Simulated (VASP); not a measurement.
# H18CO10 in VASP: further runs

H18CO10 is run at these levels: LDA; tasks: single point.

Program: VASP 6.6.1. These are calculated values, not measurements. Logs are shortened: lines on timing, memory, paths and dates and some standing lists are left out, and cuts for length are marked.

## Step 1: The cell of the first run

The cell holds an amorphous packing of atoms, 29 atoms: a = 6.566 Å, b = 6.699 Å, c = 6.593 Å, α = 90.00°, β = 90.00°, γ = 90.00°.

## Step 2: Single point, LDA

Input file INCAR:

```
ALGO     = Normal         # electronic algorithm
EDIFF    = 1E-6           # SCF threshold, eV
ENCUT    = 520            # plane-wave cutoff, eV
GGA      = CA             # functional
ISIF     = 2              # what is computed and relaxed
ISMEAR   = -1             # smearing method
LASPH    = T              # aspherical terms in the spheres
LCHARG   = T              # write CHGCAR
LELF     = T              # ELF
LREAL    = Auto         
LVHAR    = T            
LWAVE    = F              # write WAVECAR
NBANDS   = 61             # bands
NELM     = 80             # most SCF steps
PREC     = Accurate       # precision mode
SIGMA    = 0.05           # smearing width, eV
```

Input file KPOINTS:

```
k-points
0
Gamma
  1 1 1
```

Input file POSCAR:

```
H18CO10
1.0
    6.5662960000      0.0000000000      0.0000000000
    0.0000000000      6.6988300000      0.0000000000
    0.0000000000      0.0000000000      6.5933600000
O H C
10 18 1
Direct
    0.8506013131      0.2152614710      0.9663661623
    0.7567279940      1.0115348501      0.6299671184
    0.5211918561      0.6920910069      0.4408829489
    0.8825523552      0.2316374650      0.3179714137
    0.1274538949      0.4957283585      0.4373945909
    0.2316222114      0.2130819860     -0.1013595496
    0.3004585843      0.8642404718      0.7106846888
    0.9531248667      0.7089148404      0.7405784001
    0.4947233570      0.5328691727      0.8416497810
    0.6463156702      0.7125871234      1.0892776976
    0.7782165166      0.1266340540      0.8626254292
    0.9988127249      0.2151719032      0.9476048631
    0.6205324889      0.9809026352      0.5686175182
    0.8441897837      0.8873191289      0.6467567371
    0.6200756104      0.6205710549      0.5322475945
    0.5918709726      0.6934195972      0.2983607751
    0.8511800260      0.1502650463      0.4338152323
    0.8389965972      0.1946608587      0.1249893833
    0.2619894077      0.5621727973      0.3986131502
   -0.0354080900      0.3399847436      0.3690076077
    0.3169975889      0.3409401343     -0.1089429365
    0.2686902936      0.1184087370     -0.2089829768
    0.0958683556      0.7804347923      0.7451132655
    0.3545073204      0.8136495478      0.5816609437
    1.0649535141      0.5514097238      0.5641888203
    0.8835118003      0.6737594475      0.8724383319
    0.3785239045      0.7753294232      0.7988188117
    0.5351875700      0.4182670705      1.1268761299
    0.5581228748      0.5549924390      1.0171293544
```

Potentials or basis: VASP PAW LDA potentials, release 64 (O, H, C).

Started as:

```console
> cat potpaw_LDA.64/O/POTCAR potpaw_LDA.64/H/POTCAR potpaw_LDA.64/C/POTCAR > POTCAR
> mpirun -np 1 vasp_gam > vasp.out
```

OUTCAR:

```text
EDIFF = 1E-6
   ENCUT = 520
   GGA = CA
   ISIF = 2
   ISMEAR = -1
   LASPH = T
   LREAL = Auto
   NELM = 80
   PREC = Accurate

 ion  position               nearest neighbor table
   1  0.851  0.215  0.966-  12 0.98  11 1.02  18 1.06
   2  0.757  0.012  0.630-  13 1.00  14 1.02
   3  0.521  0.692  0.441-  15 1.01  16 1.05
   4  0.883  0.232  0.318-  17 0.96  20 0.96  18 1.33
   5  0.127  0.496  0.437-  25 1.00  19 1.02
   6  0.232  0.213  0.899-  22 0.98  21 1.02
   7  0.300  0.864  0.711-  27 0.98  24 0.98
   8  0.953  0.709  0.741-  26 1.01  23 1.05
   9  0.495  0.533  0.842-  29 1.24
  10  0.646  0.713  0.089-  29 1.29
  11  0.778  0.127  0.863-   1 1.02
  12  0.999  0.215  0.948-   1 0.98
  13  0.621  0.981  0.569-   2 1.00
  14  0.844  0.887  0.647-   2 1.02
  15  0.620  0.621  0.532-   3 1.01
  16  0.592  0.693  0.298-   3 1.05
  17  0.851  0.150  0.434-   4 0.96
  18  0.839  0.195  0.125-   1 1.06   4 1.33
  19  0.262  0.562  0.399-   5 1.02
  20  0.965  0.340  0.369-   4 0.96
  21  0.317  0.341  0.891-   6 1.02
  22  0.269  0.118  0.791-   6 0.98
  23  0.096  0.780  0.745-   8 1.05
  24  0.355  0.814  0.582-   7 0.98
  25  0.065  0.551  0.564-   5 1.00
  26  0.884  0.674  0.872-   8 1.01
  27  0.379  0.775  0.799-   7 0.98
  28  0.535  0.418  0.127-  29 1.18
  29  0.558  0.555  0.017-  28 1.18   9 1.24  10 1.29

  LATTYP: Found a simple orthorhombic cell.
 ALAT       =     6.5662960000
 B/A-ratio  =     1.0041216540
 C/A-ratio  =     1.0201839820

  Lattice vectors:

 A1 = (  -6.5662960000,   0.0000000000,   0.0000000000)
 A2 = (   0.0000000000,   0.0000000000,   6.5933600000)
 A3 = (   0.0000000000,   6.6988300000,   0.0000000000)

Analysis of symmetry for initial positions (statically):
=====================================================================
 Subroutine PRICEL returns:
 Original cell was already a primitive cell.

 Routine SETGRP: Setting up the symmetry group for a
 simple orthorhombic supercell.

 Subroutine GETGRP returns: Found  1 space group operations
 (whereof  1 operations were pure point group operations)
 out of a pool of  8 trial point group operations.

The static configuration has the point symmetry C_1 .

Analysis of symmetry for dynamics (positions and initial velocities):
=====================================================================
 Subroutine PRICEL returns:
 Original cell was already a primitive cell.

 Routine SETGRP: Setting up the symmetry group for a
 simple orthorhombic supercell.

 Subroutine GETGRP returns: Found  1 space group operations
 (whereof  1 operations were pure point group operations)
 out of a pool of  8 trial point group operations.

The dynamic configuration has the point symmetry C_1 .

 Subroutine INISYM returns: Found  1 space group operations
 (whereof  1 operations are pure point group operations),
 and found     1 'primitive' translations

----------------------------------------------------------------------------------------

                                     Primitive cell

  volume of cell :     290.0188

  direct lattice vectors                    reciprocal lattice vectors
     6.566296000  0.000000000  0.000000000     0.152292860  0.000000000  0.000000000
     0.000000000  6.698830000  0.000000000     0.000000000  0.149279800  0.000000000
     0.000000000  0.000000000  6.593360000     0.000000000  0.000000000  0.151667738

  length of vectors
     6.566296000  6.698830000  6.593360000     0.152292860  0.149279800  0.151667738

  position of ions in fractional coordinates (direct lattice)
     0.850601313  0.215261471  0.966366162
     0.756727994  0.011534850  0.629967118
     0.521191856  0.692091007  0.440882949
     0.882552355  0.231637465  0.317971414
     0.127453895  0.495728359  0.437394591
     0.231622211  0.213081986  0.898640450
[... 21 lines left out ...]
     0.535187570  0.418267071  0.126876130
     0.558122875  0.554992439  0.017129354

  ion indices of the primitive-cell ions
   primitive index   ion index
                 1           1
                 2           2
                 3           3
                 4           4
                 5           5
                 6           6
[... 21 lines left out ...]
                28          28
                29          29

----------------------------------------------------------------------------------------

 KPOINTS: k-points

Automatic generation of k-mesh.
 Grid dimensions read from file:
 generate k-points for:    1    1    1

 Generating k-lattice:

  Cartesian coordinates                     Fractional coordinates (reciprocal lattice)
     0.152292860  0.000000000  0.000000000     1.000000000  0.000000000  0.000000000
     0.000000000  0.149279800  0.000000000     0.000000000  1.000000000  0.000000000
     0.000000000  0.000000000  0.151667738     0.000000000  0.000000000  1.000000000

  Length of vectors
     0.152292860  0.149279800  0.151667738

  Shift w.r.t. Gamma in fractional coordinates (k-lattice)
     0.000000000  0.000000000  0.000000000

 Subroutine IBZKPT returns following result:
 ===========================================

 Found      1 irreducible k-points:

 Following reciprocal coordinates:
            Coordinates               Weight
  0.000000  0.000000  0.000000      1.000000
   k-points           NKPTS =      1   k-points in BZ     NKDIM =      1   number of bands    NBANDS=     61
   number of dos      NEDOS =    301   number of ions     NIONS =     29
   total plane-waves  NPLWV = 125000
   dimension x,y,z NGX =    50 NGY =   50 NGZ =   50
   dimension x,y,z NGXF=   100 NGYF=  100 NGZF=  100
   ions per type =              10  18   1
   NGX,Y,Z   is equivalent  to a cutoff of  12.66, 12.41, 12.61 a.u.
   NGXF,Y,Z  is equivalent  to a cutoff of  25.32, 24.82, 25.21 a.u.
 SYSTEM =  unknown system
   PREC   = accura    normal or accurate (medium, high low for compatibility)
   ISTART =      0    job   : 0-new  1-cont  2-samecut
   ICHARG =      2    charge: 1-file 2-atom 10-const
   ISPIN  =      1    spin polarized calculation?
   LNONCOLLINEAR =      F non collinear calculations
   LSORBIT =      F    spin-orbit coupling
   LASPH  =      T    aspherical Exc in radial PAW
   ENCUT  =  520.0 eV  38.22 Ry    6.18 a.u.  12.21 12.46 12.26*2*pi/ulx,y,z
   NELM   =     80;   NELMIN=  2; NELMDL= -5     # of ELM steps
   EDIFF  = 0.1E-05   stopping-criterion for ELM
   LREAL  =      T    real-space projection
   EDIFFG = 0.1E-04   stopping-criterion for IOM
   NSW    =      0    number of steps for IOM
   IBRION =     -1    ionic relax: 0-MD 1-quasi-New 2-CG
   NFREE  =      0    steps in history (QN), initial steepest desc. (CG)
   ISIF   =      2    stress and relaxation
   ISYM   =      2    0-nonsym 1-usesym 2-fastsym
   POTIM  = 0.5000    time-step for ionic-motion
   TEBEG  =    0.0;   TEEND  =   0.0 temperature during run
   PSTRESS=    0.0 pullay stress
   NELECT =      82.0000    total number of electrons
   NUPDOWN=      -1.0000    fix difference up-down
   EMIN   =  10.00;   EMAX   =-10.00  energy-range for DOS
   EFERMI =   0.00;   METHOD = LEGACY
   ISMEAR =    -1;   SIGMA  =   0.05  broadening in eV -4-tet -1-fermi 0-gaus
   EFERMI_NEDOS =   21; number of points for ismear=-14 and -15
   IALGO  =     38    algorithm
   IMIX   =      4    mixing-type and parameters
     AMIX     =   0.40;   BMIX     =  1.00
     AMIX_MAG =   1.60;   BMIX_MAG =  1.00
  volume/ion in A,a.u.               =      10.00        67.49
  Fermi-wavevector in a.u.,A,eV,Ry     =   1.074494  2.030499 15.708438  1.154538
  Thomas-Fermi vector in A             =   2.210324
   LORBIT       =      0    0 simple, 1 ext, 2 COOP (PROOUT), +10 PAW based schemes
   GGA     = CA    functional components
   LHFCALC =     F    Hartree Fock is set to
   AEXX    =    0.0000 exact exchange contribution
   IVDW    =     0    specifies the selected vdW correction
   LEPSILON=     F    determine dielectric tensor
   LRPA    =     F    only Hartree local field effects (RPA)
 non-spin polarized calculation
  energy-cutoff  :      520.00
  volume of cell :      290.02
 maximum number of plane-waves:      3929
 NGX is ok and might be reduce to    50
   NGX = 25   NGY = 25   NGZ = 25

 number of electron      81.9999997 magnetization

 Free energy of the ion-electron system (eV)
  ---------------------------------------------------
  ext. energy  EPLUGINS =         0.00000000
  ---------------------------------------------------
  free energy    TOTEN  =      -157.23063139 eV

  energy without entropy =     -157.23063139  energy(sigma->0) =     -157.23063139

 E-fermi :  -2.1522     XC(G=0):  -7.4436

 val. band max:       -3.3968861265   @ k =   0.0000   0.0000   0.0000
 cond. band min:       1.4378688232   @ k =   0.0000   0.0000   0.0000
 fundamental gap:      4.8347549497
 Fermi energy:        -2.1522229920

 k-point     1 :       0.0000    0.0000    0.0000
  band No.  band energies     occupation
      1     -23.6836      2.00000
      2     -23.3479      2.00000
      3     -22.8118      2.00000
      4     -22.0101      2.00000
      5     -21.7200      2.00000
      6     -21.6279      2.00000
[... 45 lines left out ...]
     52       6.3531      0.00000
     53       6.5788      0.00000
 [bands above 53 left out]

------------------------ aborting loop because EDIFF is reached ----------------------------------------

  FORCE on cell =-STRESS in cart. coord.  units (eV):
  Direction    XX          YY          ZZ          XY          YZ          ZX
  --------------------------------------------------------------------------------------
  -------------------------------------------------------------------------------------
  Total       -2.5122553     -2.6775939      3.0926600     -1.6490068      0.1244099      0.5472692
  in kB      -13.8786797    -14.7920749     17.0850619     -9.1097579      0.6872888      3.0233289
  external PRESSURE =      -3.8618975 kB  Pullay stress =       0.0000000 kB

 VOLUME and BASIS-vectors are now :
 -----------------------------------------------------------------------------
  energy-cutoff  :      520.00
  volume of cell :      290.02
      direct lattice vectors                 reciprocal lattice vectors
     6.566296000  0.000000000  0.000000000     0.152292860  0.000000000  0.000000000
     0.000000000  6.698830000  0.000000000     0.000000000  0.149279800  0.000000000
     0.000000000  0.000000000  6.593360000     0.000000000  0.000000000  0.151667738

 POSITION                                       TOTAL-FORCE (eV/Angst)
 -----------------------------------------------------------------------------------
      5.58530      1.44200      6.37160        -2.120577     -0.302028     -0.856288
      4.96890      0.07727      4.15360        -0.789921      1.114627     -0.228951
      3.42230      4.63620      2.90690         0.660381     -0.644266      0.578595
      5.79510      1.55170      2.09650        -1.137134     -0.729675     -1.061420
      0.83690      3.32080      2.88390         0.664546      0.437796     -0.192350
      1.52090      1.42740      5.92506         0.013446      1.283541      0.513262
[... 21 lines left out ...]
      3.51420      2.80190      0.83654         0.199562      1.082141     -0.501510
      3.66480      3.71780      0.11294         0.904776      0.202492      1.773517
 -----------------------------------------------------------------------------------
    total drift:                               -0.012342     -0.005425     -0.009519

  FREE ENERGIE OF THE ION-ELECTRON SYSTEM (eV)
  ---------------------------------------------------
  free  energy   TOTEN  =      -157.2306313857 eV

  energy  without entropy=     -157.2306313856  energy(sigma->0) =     -157.23063139
```

Wall time 33 s (1 thread of Intel Xeon Platinum 8259CL at 2.50GHz (Skylake/Cascade Lake), shared host); peak memory 0.25 GiB.

What came out:

```yaml
Free_energy: -157.2306 eV
Pressure: -0.4 GPa
Largest_force: 2.490 eV/Å
Band_gap_on_the_k_mesh: 4.83 eV
```

Forces in eV/Å, atoms in the order of the input:
```
O   -2.121 -0.302 -0.856
O   -0.790  1.115 -0.229
O    0.660 -0.644  0.579
O   -1.137 -0.730 -1.061
O    0.665  0.438 -0.192
O    0.013  1.284  0.513
O   -0.930  0.875  0.370
O   -0.211 -0.392  0.182
O   -0.539  0.118 -0.510
O   -0.587 -1.671 -0.920
H    0.394  0.105 -0.120
H    2.308  0.037 -0.933
H    0.990 -0.329  0.455
H   -0.496 -0.575  0.287
H   -1.014  0.416 -0.281
H   -0.059  0.493 -0.076
H   -0.664 -1.291  1.321
H   -0.101  0.215  0.912
H   -1.004 -0.558  0.861
H    1.661  1.662 -0.017
H   -0.423 -1.027 -0.569
H    0.305 -0.223 -0.079
H   -0.260 -0.280  0.403
H    0.473 -0.323 -1.256
H    0.427  0.295 -0.223
H    0.639  0.598 -0.661
H    0.693 -0.590  0.827
H    0.200  1.082 -0.502
C    0.905  0.202  1.774
```

Stress tensor (GPa, compression positive):
```
-1.39 -0.91  0.30
-0.91 -1.48  0.07
 0.30  0.07  1.71
```

Caveat: the k points lie up to 0.96 Å⁻¹ apart.

## Step 3: Single point, LDA

This run uses another cell than the first one, of 10.66 Å³/atom, 1.066 times its volume.

Input file INCAR:

```
SYSTEM = H18CO10
PREC = Accurate
ENCUT = 520
EDIFF = 1E-6
ISMEAR = -1
SIGMA = 0.05
LREAL = Auto
LASPH = .True.
NELM = 100
ALGO = Normal
ISIF = 2
LWAVE = .False.
LCHARG = .False.
NBANDS = 61
```

Input file KPOINTS:

```
Automatic mesh
0
Gamma
  1 1 1
  0 0 0
```

Input file POSCAR:

```
H18CO10
1.0
    6.7436960000      0.0000000000      0.0000000000
    0.0000000000      6.5948800000      0.0000000000
    0.0000000000      0.0000000000      6.9527970000
O H C
10 18 1
Direct
    0.8604183818      0.2026268863      0.9755642226
    0.7593758675      1.0543178951      0.6550313493
    0.5402823615      0.7035457810      0.4498765029
    0.8761664227      0.1944993692      0.3222587974
    0.1036523592      0.4981288515      0.4621305641
    0.2115457162      0.1951362269     -0.1036561257
    0.3265568317      0.8536925615      0.7357183016
    0.9743914910      0.7235613082      0.7618085211
    0.4553289472      0.5291225921      0.8552097810
    0.6306037520      0.6820897423      1.0857932426
    0.7916133823      0.1487669222      0.8667015591
    1.0150665155      0.1853407492      0.9319414906
    0.6287205117      1.0096620409      0.6227709510
    0.8358621148      0.9238833762      0.6775546589
    0.6324869923      0.6143857053      0.5356549314
    0.5994042436      0.7141449124      0.3064090610
    0.8410818044      0.1412610995      0.4570966188
    0.8442551384      0.1548928866      0.1245685729
    0.2322910167      0.5699269737      0.4446268171
   -0.0234292886      0.3014459702      0.3401364947
    0.2812404355      0.3149867776     -0.1468329940
    0.2542226103      0.0814268038     -0.1852348055
    0.1086941048      0.7767540880      0.7819730678
    0.3977047601      0.8445187782      0.6013838747
    1.0572985496      0.5634977437      0.5796516136
    0.9063279246      0.6790267602      0.8803507423
    0.4009670661      0.7303847833      0.7899986149
    0.5147770599      0.4080286525      1.1161695070
    0.5305102721      0.5384934980      1.0205820765
```

Potentials or basis: VASP PAW LDA potentials, release 64 (O, H, C).

Started as:

```console
> cat potpaw_LDA.64/O/POTCAR potpaw_LDA.64/H/POTCAR potpaw_LDA.64/C/POTCAR > POTCAR
> mpirun -np 1 vasp_gam > vasp.out
```

Wall time 31 s (1 thread of Intel Xeon Platinum 8259CL at 2.50GHz (Skylake/Cascade Lake), shared host); peak memory 0.27 GiB.

Results (log left out):

- Free energy: -157.1243 eV
- Pressure: -0.3 GPa
- Largest force: 2.486 eV/Å
- Band gap on the k mesh: 4.44 eV

Forces in eV/Å, atoms in the order of the input:
```
O    1.486  0.544  1.761
O    1.221 -0.080  0.181
O    1.488 -0.729  0.439
O   -0.377 -0.600  0.404
O    1.118  0.067 -0.662
O   -0.870 -0.643  0.418
O    0.906  0.781 -1.931
O   -2.019 -0.381 -0.219
O   -0.184 -0.412 -0.291
O    0.250  0.723  0.116
H   -1.576 -0.998 -1.524
H    0.263  0.762  0.417
H   -1.312 -0.411 -0.301
H    0.185 -0.168  0.167
H   -1.423  1.309 -1.561
H   -0.394 -0.541  0.970
H    0.039  0.156 -0.853
H   -0.005  0.538 -0.054
H   -0.180 -0.519 -0.286
H    0.281  0.542  0.312
H    0.658  1.387 -0.232
H    0.586 -0.970 -0.187
H    1.292  0.440  0.045
H   -1.032 -0.193  0.881
H   -0.811  0.238  0.780
H    0.179  0.163 -0.024
H   -0.050 -0.349  0.652
H   -0.368 -0.821  0.418
C    0.649  0.165  0.162
```

Stress tensor (GPa, compression positive):
```
 0.32  1.08  1.31
 1.08  0.41  0.65
 1.31  0.65 -1.78
```

Levels at points of the mesh, in eV from the valence-band top:
| k point | band 37 | band 38 | band 39 | band 40 | band 41 | band 42 | band 43 | band 44 | band 45 | band 46 |
| --- | --- | --- | --- | --- | --- | --- | --- | --- | --- | --- |
| (0.00, 0.00, 0.00) | -0.81 | -0.76 | -0.49 | -0.42 | 0.00 | 4.44 | 5.40 | 7.02 | 7.17 | 7.63 |

Caveat: the k points lie up to 0.95 Å⁻¹ apart.

[end of part 1 of 2]
